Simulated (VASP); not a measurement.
# CuAs (P6_3/mmc) in VASP: further runs

CuAs is run at these levels: LDA; tasks: single point.

All numbers are computed with VASP 6.6.1; they aren't measurements. Logs are shortened: lines on timing, memory, paths and dates and some standing lists are left out, and cuts for length are marked.

### 1 The cell of the first run

Symmetry: P6_3/mmc, No. 194, hexagonal system. The conventional cell has a = 3.868 Å, b = 3.868 Å, c = 4.729 Å, α = 90.00°, β = 90.00°, γ = 120.00°. Within 3.1 Å of Cu (site symmetry -3m) lie 2 Cu at 2.36 Å and 6 As at 2.53 Å. Within 3.3 Å of As (site symmetry -6m2) lie 6 Cu at 2.53 Å and 6 As at 3.25 Å.

### 2 Single point, LDA

INCAR reads:

```
  ALGO = Normal
  EDIFF = 1E-6
  ENCUT = 520
  GGA = CA
  ISIF = 2
  ISMEAR = 0
  LASPH = T
  LCHARG = F
  LREAL = F
  LWAVE = F
  NBANDS = 24
  NELM = 100
  PREC = Accurate
  SIGMA = 0.15
```

KPOINTS reads:

```
k-points
0
Gamma
  12 12 8
```

POSCAR reads:

```
CuAs
1.0
    3.8679000000      0.0000000000      0.0000000000
   -1.9339500000      3.3496996593      0.0000000000
    0.0000000000      0.0000000000      4.7285000000
Cu As
2 2
Direct
    0.0000000000      0.0000000000      0.5000000000
    0.0000000000      0.0000000000      0.0000000000
    0.6666666667      0.3333333333      0.7500000000
    0.3333333333      0.6666666667      0.2500000000
```

Potentials or basis: VASP PAW LDA potentials, release 64 (Cu, As).

Run with:

```console
$ cat potpaw_LDA.64/Cu/POTCAR potpaw_LDA.64/As/POTCAR > POTCAR
$ mpirun -np 1 vasp_std > vasp.out
```

OUTCAR:

```text
EDIFF = 1E-6
   ENCUT = 520
   GGA = CA
   ISIF = 2
   ISMEAR = 0
   LASPH = T
   LREAL = F
   NELM = 100
   PREC = Accurate

 ion  position               nearest neighbor table
   1  0.000  0.000  0.500-   2 2.36   2 2.36   4 2.53   3 2.53   3 2.53   4 2.53   3 2.53   4 2.53

   2  0.000  0.000  0.000-   1 2.36   1 2.36   4 2.53   3 2.53   3 2.53   4 2.53   3 2.53   4 2.53

   3  0.667  0.333  0.750-   1 2.53   2 2.53   1 2.53   2 2.53   1 2.53   2 2.53
   4  0.333  0.667  0.250-   1 2.53   2 2.53   1 2.53   2 2.53   1 2.53   2 2.53

  LATTYP: Found a hexagonal cell.
 ALAT       =     3.8679000000
 C/A-ratio  =     1.2224979963

  Lattice vectors:

 A1 = (   3.8679000000,   0.0000000000,   0.0000000000)
 A2 = (  -1.9339500000,   3.3496996593,   0.0000000000)
 A3 = (   0.0000000000,   0.0000000000,   4.7285000000)

Analysis of symmetry for initial positions (statically):
=====================================================================
 Subroutine PRICEL returns:
 Original cell was already a primitive cell.

 Routine SETGRP: Setting up the symmetry group for a
 hexagonal supercell.

 Subroutine GETGRP returns: Found 24 space group operations
 (whereof 12 operations were pure point group operations)
 out of a pool of 24 trial point group operations.

The static configuration has the point symmetry D_3d.
 The point group associated with its full space group is D_6h.

Analysis of symmetry for dynamics (positions and initial velocities):
=====================================================================
 Subroutine PRICEL returns:
 Original cell was already a primitive cell.

 Routine SETGRP: Setting up the symmetry group for a
 hexagonal supercell.

 Subroutine GETGRP returns: Found 24 space group operations
 (whereof 12 operations were pure point group operations)
 out of a pool of 24 trial point group operations.

The dynamic configuration has the point symmetry D_3d.
 The point group associated with its full space group is D_6h.

 Subroutine INISYM returns: Found 24 space group operations
 (whereof 12 operations are pure point group operations),
 and found     1 'primitive' translations

----------------------------------------------------------------------------------------

                                     Primitive cell

  volume of cell :      61.2639

  direct lattice vectors                    reciprocal lattice vectors
     3.867900000  0.000000000  0.000000000     0.258538225  0.149267114  0.000000000
    -1.933950000  3.349699659  0.000000000     0.000000000  0.298534227  0.000000000
     0.000000000  0.000000000  4.728500000     0.000000000  0.000000000  0.211483557

  length of vectors
     3.867900000  3.867900000  4.728500000     0.298534227  0.298534227  0.211483557

  position of ions in fractional coordinates (direct lattice)
     0.000000000  0.000000000  0.500000000
     0.000000000  0.000000000  0.000000000
     0.666666667  0.333333333  0.750000000
     0.333333333  0.666666667  0.250000000

  ion indices of the primitive-cell ions
   primitive index   ion index
                 1           1
                 2           2
                 3           3
                 4           4

----------------------------------------------------------------------------------------

 KPOINTS: k-points

Automatic generation of k-mesh.
 Grid dimensions read from file:
 generate k-points for:   12   12    8

 Generating k-lattice:

  Cartesian coordinates                     Fractional coordinates (reciprocal lattice)
     0.021544852  0.012438926  0.000000000     0.083333333 -0.000000000  0.000000000
     0.000000000  0.024877852  0.000000000     0.000000000  0.083333333  0.000000000
     0.000000000  0.000000000  0.026435445     0.000000000  0.000000000  0.125000000

  Length of vectors
     0.024877852  0.024877852  0.026435445

  Shift w.r.t. Gamma in fractional coordinates (k-lattice)
     0.000000000  0.000000000  0.000000000

 Subroutine IBZKPT returns following result:
 ===========================================

 Found     95 irreducible k-points:

 Following reciprocal coordinates:
            Coordinates               Weight
  0.000000  0.000000  0.000000      1.000000
  0.083333 -0.000000  0.000000      6.000000
  0.166667 -0.000000  0.000000      6.000000
  0.250000 -0.000000  0.000000      6.000000
  0.333333 -0.000000  0.000000      6.000000
  0.416667 -0.000000  0.000000      6.000000
[... 16 lines left out ...]
  0.250000 -0.000000  0.125000     12.000000
  0.333333 -0.000000  0.125000     12.000000
 [... further k-points ...]
   k-points           NKPTS =     95   k-points in BZ     NKDIM =     95   number of bands    NBANDS=     24
   number of dos      NEDOS =    301   number of ions     NIONS =      4
   total plane-waves  NPLWV =  32400
   dimension x,y,z NGX =    30 NGY =   30 NGZ =   36
   dimension x,y,z NGXF=    60 NGYF=   60 NGZF=   72
   ions per type =               2   2
   NGX,Y,Z   is equivalent  to a cutoff of  12.89, 12.89, 12.66 a.u.
   NGXF,Y,Z  is equivalent  to a cutoff of  25.79, 25.79, 25.31 a.u.
 SYSTEM =  unknown system
   PREC   = accura    normal or accurate (medium, high low for compatibility)
   ISTART =      0    job   : 0-new  1-cont  2-samecut
   ICHARG =      2    charge: 1-file 2-atom 10-const
   ISPIN  =      1    spin polarized calculation?
   LNONCOLLINEAR =      F non collinear calculations
   LSORBIT =      F    spin-orbit coupling
   LASPH  =      T    aspherical Exc in radial PAW
   ENCUT  =  520.0 eV  38.22 Ry    6.18 a.u.   7.19  7.19  8.79*2*pi/ulx,y,z
   NELM   =    100;   NELMIN=  2; NELMDL= -5     # of ELM steps
   EDIFF  = 0.1E-05   stopping-criterion for ELM
   LREAL  =      F    real-space projection
   EDIFFG = 0.1E-04   stopping-criterion for IOM
   NSW    =      0    number of steps for IOM
   IBRION =     -1    ionic relax: 0-MD 1-quasi-New 2-CG
   NFREE  =      0    steps in history (QN), initial steepest desc. (CG)
   ISIF   =      2    stress and relaxation
   ISYM   =      2    0-nonsym 1-usesym 2-fastsym
   POTIM  = 0.5000    time-step for ionic-motion
   TEBEG  =    0.0;   TEEND  =   0.0 temperature during run
   PSTRESS=    0.0 pullay stress
   NELECT =      32.0000    total number of electrons
   NUPDOWN=      -1.0000    fix difference up-down
   EMIN   =  10.00;   EMAX   =-10.00  energy-range for DOS
   EFERMI =   0.00;   METHOD = LEGACY
   ISMEAR =     0;   SIGMA  =   0.15  broadening in eV -4-tet -1-fermi 0-gaus
   EFERMI_NEDOS =   21; number of points for ismear=-14 and -15
   IALGO  =     38    algorithm
   IMIX   =      4    mixing-type and parameters
     AMIX     =   0.40;   BMIX     =  1.00
     AMIX_MAG =   1.60;   BMIX_MAG =  1.00
  volume/ion in A,a.u.               =      15.32       103.36
  Fermi-wavevector in a.u.,A,eV,Ry     =   1.318429  2.491469 23.650386  1.738254
  Thomas-Fermi vector in A             =   2.448399
   LORBIT       =      0    0 simple, 1 ext, 2 COOP (PROOUT), +10 PAW based schemes
   GGA     = CA    functional components
   LHFCALC =     F    Hartree Fock is set to
   AEXX    =    0.0000 exact exchange contribution
   IVDW    =     0    specifies the selected vdW correction
   LEPSILON=     F    determine dielectric tensor
   LRPA    =     F    only Hartree local field effects (RPA)
 non-spin polarized calculation
 Gauss-broadening in eV      SIGMA  =   0.15
  energy-cutoff  :      520.00
  volume of cell :       61.26
 maximum number of plane-waves:      1680
 NGX is ok and might be reduce to    30
   NGX = 15   NGY = 15   NGZ = 17

 number of electron      32.0000009 magnetization

 Free energy of the ion-electron system (eV)
  ---------------------------------------------------
  ext. energy  EPLUGINS =         0.00000000
  ---------------------------------------------------
  free energy    TOTEN  =       -20.07120513 eV

  energy without entropy =      -20.04950061  energy(sigma->0) =      -20.06035287

 E-fermi :   7.0000     XC(G=0): -11.6549

 val. band max:        6.9901064588   @ k =   0.1667  -0.0000   0.1250
 cond. band min:       7.0110354050   @ k =   0.1667   0.0833   0.1250
 fundamental gap:      0.0209289462
 Fermi energy:         6.9999558400

 k-point     1 :       0.0000    0.0000    0.0000
  band No.  band energies     occupation
      1      -6.9427      2.00000
      2      -2.7726      2.00000
      3       0.7493      2.00000
      4       1.7498      2.00000
      5       1.7498      2.00000
      6       2.0014      2.00000
[... 16 lines left out ...]
     23      15.9319      0.00000
     24      15.9319      0.00000

 k-point     2 :       0.0833   -0.0000    0.0000
  band No.  band energies     occupation
      1      -6.8629      2.00000
      2      -2.8039      2.00000
      3       0.8385      2.00000
      4       1.7676      2.00000
      5       1.8110      2.00000
      6       1.9811      2.00000
[... 16 lines left out ...]
     23      15.0349      0.00000
     24      15.3450      0.00000

 k-point     3 :       0.1667   -0.0000    0.0000
  band No.  band energies     occupation
      1      -6.6269      2.00000
      2      -2.9021      2.00000
      3       1.1021      2.00000
      4       1.8165      2.00000
      5       1.8634      2.00000
      6       2.0077      2.00000
[... 16 lines left out ...]
     23      13.9495      0.00000
     24      14.5012      0.00000

 k-point     4 :       0.2500   -0.0000    0.0000
  band No.  band energies     occupation
      1      -6.2458      2.00000
      2      -3.0823      2.00000
      3       1.5160      2.00000
      4       1.5230      2.00000
      5       1.8814      2.00000
      6       2.2183      2.00000
[... 16 lines left out ...]
     23      14.4133      0.00000
     24      14.7979      0.00000

 k-point     5 :       0.3333   -0.0000    0.0000
  band No.  band energies     occupation
      1      -5.7440      2.00000
      2      -3.3708      2.00000
      3       0.8841      2.00000
      4       1.9374      2.00000
      5       2.0500      2.00000
      6       2.2052      2.00000
[... 451 lines left out ...]
 k-point    22 :       0.1667   -0.0000    0.1250
  band No.  band energies     occupation
      1      -6.5376      2.00000
      2      -3.1776      2.00000
      3       1.1820      2.00000
      4       1.8625      2.00000
      5       1.9628      2.00000
      6       2.2317      2.00000
[... 16 lines left out ...]
     23      13.5135      0.00000
     24      15.0010      0.00000

 k-point    23 :       0.2500   -0.0000    0.1250
  band No.  band energies     occupation
      1      -6.1610      2.00000
      2      -3.2652      2.00000
      3       1.2249      2.00000
      4       1.7105      2.00000
      5       1.9231      2.00000
      6       2.3992      2.00000
[... 16 lines left out ...]
     23      14.9610      0.00000
     24      15.1609      0.00000

 k-point    24 :       0.3333   -0.0000    0.1250
  band No.  band energies     occupation
      1      -5.6671      2.00000
      2      -3.4626      2.00000
      3       0.8125      2.00000
      4       1.7667      2.00000
      5       1.9746      2.00000
      6       2.3024      2.00000
[... 16 lines left out ...]
     23      15.3832      0.00000
     24      16.1562      0.00000

 [... further k-points ...]
[... 5 lines left out ...]
  --------------------------------------------------------------------------------------
  -------------------------------------------------------------------------------------
  Total       -1.4693640     -1.4693640      1.1688557      0.0000000     -0.0000000      0.0000000
  in kB      -38.4269119    -38.4269119     30.5679969      0.0000000     -0.0000000      0.0000000
  external PRESSURE =     -15.4286090 kB  Pullay stress =       0.0000000 kB

 VOLUME and BASIS-vectors are now :
 -----------------------------------------------------------------------------
  energy-cutoff  :      520.00
  volume of cell :       61.26
      direct lattice vectors                 reciprocal lattice vectors
     3.867900000  0.000000000  0.000000000     0.258538225  0.149267114  0.000000000
    -1.933950000  3.349699659  0.000000000     0.000000000  0.298534227  0.000000000
     0.000000000  0.000000000  4.728500000     0.000000000  0.000000000  0.211483557

 POSITION                                       TOTAL-FORCE (eV/Angst)
 -----------------------------------------------------------------------------------
      0.00000      0.00000      2.36425        -0.000000      0.000000      0.000000
      0.00000      0.00000      0.00000        -0.000000      0.000000      0.000000
      1.93395      1.11657      3.54638        -0.000000      0.000000     -0.000000
     -0.00000      2.23313      1.18213         0.000000     -0.000000     -0.000000
 -----------------------------------------------------------------------------------
    total drift:                                0.000000     -0.000000      0.000000

  FREE ENERGIE OF THE ION-ELECTRON SYSTEM (eV)
  ---------------------------------------------------
  free  energy   TOTEN  =       -20.0712051259 eV

  energy  without entropy=      -20.0495006148  energy(sigma->0) =      -20.06035287
```

Run time: 3.4 min. Hardware: 1 thread of AMD EPYC 7R43 (Zen 3), shared host; peak memory 0.2 GiB.

Results:

```yaml
Free_energy: -20.0712 eV
Pressure: -1.5 GPa
Band_gap_on_the_k_mesh: zero (band 16 reaches 8.02 eV, above the bottom of band 17 at 6.23 eV)
```

Levels at points of the mesh, in eV from the Fermi level:
```tsv
k point	band 14	band 15	band 16	band 17	band 18	band 19
(0.00, 0.00, 0.00)	-0.45	-0.45	1.02	1.02	2.26	2.86
(0.50, 0.00, 0.00)	-2.92	-2.89	-2.42	0.28	2.66	3.17
(0.00, 0.00, 0.50)	-1.13	0.81	0.81	0.81	0.81	4.37
(0.50, 0.00, 0.50)	-3.34	-0.80	-0.80	0.31	0.31	5.05
```

### 3 Single point, LDA

This run uses another cell than the first one, of 15.48 Å³/atom, 1.011 times its volume.

INCAR reads:

```
SYSTEM = CuAs
PREC = Accurate ; ENCUT = 520
EDIFF = 1E-7 ; ISMEAR = 0
SIGMA = 0.15 ; LREAL = .FALSE.
LASPH = .TRUE. ; NELM = 100
ALGO = Normal ; ISIF = 2
LWAVE = .FALSE. ; LCHARG = .TRUE.
LELF = .TRUE. ; LVHAR = .TRUE.
NBANDS = 24
```

KPOINTS reads:

```
regular mesh
0
G
  12 12 8
  0 0 0
```

POSCAR reads:

```
CuAs
1.0
    3.6915000000      0.0000000000      0.0000000000
   -1.8457500000      3.1969327781      0.0000000000
    0.0000000000      0.0000000000      5.2467000000
Cu As
2 2
Direct
    0.0000000000      0.0000000000      0.5000000000
    0.0000000000      0.0000000000      0.0000000000
    0.6666666667      0.3333333333      0.7500000000
    0.3333333333      0.6666666667      0.2500000000
```

Potentials or basis: VASP PAW LDA potentials, release 64 (Cu, As).

Run with:

```console
$ cat potpaw_LDA.64/Cu/POTCAR potpaw_LDA.64/As/POTCAR > POTCAR
$ mpirun -np 1 vasp_std > vasp.out
```

Run time: 3.5 min. Hardware: 1 thread of AMD EPYC 7R43 (Zen 3), shared host; peak memory 0.2 GiB.

It converged, with:

```
Free energy            : -19.9782 eV
Pressure               : -2.7 GPa
Band gap on the k mesh : zero (band 16 reaches 8.56 eV, above the bottom of band 17 at 5.98 eV)
```

Stress tensor (GPa, compression positive):
```
 0.20  0.00  0.00
 0.00  0.20  0.00
 0.00  0.00 -8.59
```

Levels at points of the mesh, in eV from the Fermi level:
```
           k point  band 12  band 13  band 14  band 15  band 16  band 17  band 18  band 19  band 20  band 21
(0.00, 0.00, 0.00)    -3.16    -2.01     0.24     0.24     1.70     1.70     2.33     3.34     4.27     6.58
(0.50, 0.00, 0.00)    -3.26    -3.16    -3.09    -2.73    -2.19    -0.20     2.46     3.61     4.80     5.15
(0.00, 0.00, 0.50)    -3.62    -1.52    -1.52     1.26     1.26     1.26     1.26     4.85     4.85     6.37
(0.50, 0.00, 0.50)    -3.43    -3.27    -3.27    -0.50    -0.50     0.48     0.48     4.07     4.07     6.53
```

### 4 Single point, LDA

This run uses another cell than the first one, of 15.43 Å³/atom, 1.007 times its volume.

INCAR reads:

```
PREC     = Accurate       # precision mode
ENCUT    = 520            # plane-wave cutoff, eV
EDIFF    = 1E-6           # SCF threshold, eV
ISMEAR   = 0              # smearing method
SIGMA    = 0.15           # smearing width, eV
LREAL    = False          # projectors in reciprocal space
LASPH    = True           # aspherical terms in the spheres
NELM     = 80             # most SCF steps
ALGO     = Normal         # electronic algorithm
ISIF     = 2              # what is computed and relaxed
LWAVE    = False          # write WAVECAR
LCHARG   = False          # write CHGCAR
NBANDS   = 24             # bands
```

KPOINTS reads:

```
regular mesh
0
Gamma
  12 12 8
```

POSCAR reads:

```
CuAs
1.0
    3.7796846230      0.0000000000      0.0000000000
   -1.8898423115      3.2733029018      0.0000000000
    0.0000000000      0.0000000000      4.9876000000
Cu As
2 2
Direct
    0.0000000000      0.0000000000      0.5000000000
    0.0000000000      0.0000000000      0.0000000000
    0.6666666667      0.3333333333      0.7500000000
    0.3333333333      0.6666666667      0.2500000000
```

Run with:

```console
$ cat potpaw_LDA.64/Cu/POTCAR potpaw_LDA.64/As/POTCAR > POTCAR
$ mpirun -np 1 vasp_std > vasp.out
```

It took 3.2 min on 1 thread of AMD EPYC 7R43 (Zen 3), shared host; peak memory 0.2 GiB.

The run converged. Its results:

- Free energy: -20.0974 eV
- Pressure: -2.7 GPa
- Band gap on the k mesh: zero (band 16 reaches 8.27 eV, above the bottom of band 17 at 6.08 eV)

Stress tensor (GPa, compression positive):
```
-1.75  0.00  0.00
 0.00 -1.75  0.00
 0.00  0.00 -4.62
```

Levels at points of the mesh, in eV from the Fermi level:
| k point | band 13 | band 14 | band 15 | band 16 | band 17 | band 18 | band 19 | band 20 |
| --- | --- | --- | --- | --- | --- | --- | --- | --- |
| (0.00, 0.00, 0.00) | -1.73 | -0.12 | -0.12 | 1.36 | 1.36 | 2.66 | 2.76 | 3.74 |
| (0.50, 0.00, 0.00) | -3.13 | -3.08 | -3.05 | -2.30 | 0.03 | 2.54 | 3.36 | 4.81 |
| (0.00, 0.00, 0.50) | -1.27 | -1.27 | 1.02 | 1.02 | 1.02 | 1.02 | 4.56 | 4.56 |
| (0.50, 0.00, 0.50) | -3.33 | -3.33 | -0.67 | -0.67 | 0.42 | 0.42 | 4.53 | 4.53 |

### 5 Single point, LDA

This run uses another cell than the first one, of 15.58 Å³/atom, 1.017 times its volume.

INCAR reads:

```
SYSTEM = CuAs
PREC = Accurate
ENCUT = 520
EDIFF = 1E-6
ISMEAR = 0
SIGMA = 0.15
LREAL = .FALSE.
LASPH = .TRUE.
NELM = 100
ALGO = Normal
ISIF = 2
LWAVE = .FALSE.
LCHARG = .FALSE.
NBANDS = 24
```

KPOINTS reads:

```
regular mesh
0
G
  12 12 8
  0 0 0
```

POSCAR reads:

```
CuAs
1.0
    3.9561000000      0.0000000000      0.0000000000
   -1.9780500000      3.4260830999      0.0000000000
    0.0000000000      0.0000000000      4.5989000000
Cu As
2 2
Direct
    0.0000000000      0.0000000000      0.5000000000
    0.0000000000      0.0000000000      0.0000000000
    0.6666666667      0.3333333333      0.7500000000
    0.3333333333      0.6666666667      0.2500000000
```

Run with:

```console
$ cat potpaw_LDA.64/Cu/POTCAR potpaw_LDA.64/As/POTCAR > POTCAR
$ mpirun -np 1 vasp_std > vasp.out
```

Wall time 3.5 min (1 thread of AMD EPYC 7R43 (Zen 3), shared host); peak memory 0.2 GiB.

The run converged. Its results:

* Free energy: -19.9182 eV
* Pressure: -2.8 GPa
* Band gap on the k mesh: zero (band 16 reaches 7.58 eV, above the bottom of band 17 at 6.03 eV)

Stress tensor (GPa, compression positive):
```
-7.66  0.00  0.00
 0.00 -7.66  0.00
 0.00  0.00  6.85
```

Levels at points of the mesh, in eV from the Fermi level:
| k point | band 13 | band 14 | band 15 | band 16 | band 17 | band 18 | band 19 | band 20 |
| --- | --- | --- | --- | --- | --- | --- | --- | --- |
| (0.00, 0.00, 0.00) | -1.17 | -0.62 | -0.62 | 0.78 | 0.78 | 2.03 | 2.69 | 2.87 |
| (0.50, 0.00, 0.00) | -2.88 | -2.71 | -2.68 | -2.49 | 0.45 | 2.68 | 3.09 | 4.92 |
| (0.00, 0.00, 0.50) | -1.14 | -1.14 | 0.69 | 0.69 | 0.69 | 0.69 | 4.17 | 4.17 |
| (0.50, 0.00, 0.50) | -3.24 | -3.24 | -0.83 | -0.83 | 0.19 | 0.19 | 5.28 | 5.28 |

### 6 Summary

| cell | gap on the mesh (eV) | pressure (GPa) |
| --- | --- | --- |
| a = 3.868, b = 3.868, c = 4.729 Å, angles 90.0, 90.0, 120.0°, 4 atoms | none | -1.5 |
| a = 3.692, b = 3.692, c = 5.247 Å, angles 90.0, 90.0, 120.0°, 4 atoms | none | -2.7 |
| a = 3.780, b = 3.780, c = 4.988 Å, angles 90.0, 90.0, 120.0°, 4 atoms | none | -2.7 |
| a = 3.956, b = 3.956, c = 4.599 Å, angles 90.0, 90.0, 120.0°, 4 atoms | none | -2.8 |

Alike in all rows: task single point; level LDA; potentials or basis VASP PAW LDA potentials, release 64 (Cu, As); no spin polarisation; k mesh 12 × 12 × 8; cutoff (eV) 520; smearing gaussian 0.15 eV.

Total energies depend on the potentials used, so only differences within one code and one set of settings carry meaning.
